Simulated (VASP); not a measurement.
## BaOs: single point with PBE

Crystal: BaOs.

```xyz
2
Lattice="3.5329 0.0000 0.0000 -1.7664 3.0595 0.0000 0.0000 0.0000 5.0770" Properties=species:S:1:pos:R:3 pbc="T T T"
Ba    0.0000    2.0397    2.5385
Os    0.0000    0.0000    0.0000
```

The cell was generated, and may not be a known phase.

* Program: VASP 6.6.1
* Task: single point
* Functional: PBE
* Potentials or basis: VASP PAW PBE potentials, release 64 (Ba_sv, Os_sv_GW)
* Cutoff: 560 eV
* k mesh: 6 × 6 × 4
* Occupations: gaussian, width 0.1 eV
* Spin: no spin polarisation

```json
{
 "Pressure": "-4.3 GPa",
 "Band gap on the k mesh": "zero (bands 13 and 14 overlap by 0.83 eV)"
}
```

Stress tensor (GPa, compression positive):
```
-4.89  0.00  0.00
 0.00 -4.89  0.00
 0.00  0.00 -3.12
```

Levels at points of the mesh, in eV from the Fermi level:
| k point | band 10 | band 11 | band 12 | band 13 | band 14 | band 15 | band 16 | band 17 |
| --- | --- | --- | --- | --- | --- | --- | --- | --- |
| (0.00, 0.00, 0.00) | -1.80 | -0.61 | -0.61 | 0.01 | 0.01 | 1.91 | 3.33 | 3.33 |
| (0.50, 0.00, 0.00) | -1.68 | -1.32 | -0.57 | 0.69 | 0.92 | 1.78 | 1.83 | 2.92 |
| (0.00, 0.00, 0.50) | -0.76 | -0.76 | -0.57 | -0.20 | -0.12 | -0.12 | 2.73 | 4.17 |
| (0.50, 0.00, 0.50) | -1.59 | -1.29 | 0.07 | 0.25 | 0.90 | 1.50 | 2.43 | 4.44 |

Run time: 17 s on 1 thread of AMD EPYC 9R45 96-Core Processor (Zen 5), with other jobs on the host, peak memory 0.17 GiB.

Caveat: the cell stands under tension; spin-orbit coupling is left out, which moves the levels of the heavy elements.
